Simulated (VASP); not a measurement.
**K2Ca3Cl: single point with PBE**

The system is K2Ca3Cl.

```
K Ca Cl
1.0
     4.00963    0.00000    0.00000
     0.00000    4.00963    0.00000
     0.00000    0.00000   17.66528
K Ca Cl
2 3 1
Direct
  0.00000 0.50000 0.76560
  0.50000 0.00000 0.23440
  0.50000 0.50000 0.00000
  0.00000 0.50000 0.42451
  0.50000 0.00000 0.57549
  0.00000 0.00000 0.00000
```

The cell was generated, and may not be a known phase.

```yaml
Program: VASP 6.6.1
Task: single point
Functional: PBE
Potentials_or_basis: VASP PAW PBE potentials, release 64 (K_sv, Ca_sv, Cl)
Cutoff: 520 eV
k_mesh: 10 × 10 × 2
Occupations: gaussian, width 0.1 eV
Spin: no spin polarisation
```

```
Pressure               : 0.0 GPa
Band gap on the k mesh : zero (an odd number of electrons rules out a gap without spin polarisation)
```

Forces in eV/Å, atoms in the order of the input:
```
K    0.000  0.000  0.003
K    0.000  0.000 -0.003
Ca   0.000  0.000  0.000
Ca   0.000  0.000 -0.001
Ca   0.000  0.000  0.001
Cl   0.000  0.000  0.000
```

Levels at points of the mesh, in eV from the Fermi level:
```
           k point  band 26  band 27  band 28  band 29  band 30  band 31
(0.00, 0.00, 0.00)    -2.22    -1.87    -0.66    -0.54    -0.48     0.74
(0.50, 0.00, 0.00)    -1.19    -0.19    -0.09     0.10     0.59     0.66
(0.50, 0.50, 0.00)    -0.04     0.33     0.33     0.51     0.51     0.91
(0.00, 0.00, 0.50)    -2.35    -1.43    -1.33    -0.54     0.06     0.59
(0.50, 0.00, 0.50)    -1.19    -0.21    -0.10     0.19     0.48     0.64
(0.50, 0.50, 0.50)    -0.05     0.35     0.35     0.51     0.51     0.91
```

It took 8.3 min on 1 thread of Intel(R) Xeon(R) Platinum 8488C (Sapphire Rapids), on a shared host, peak memory 0.59 GiB.
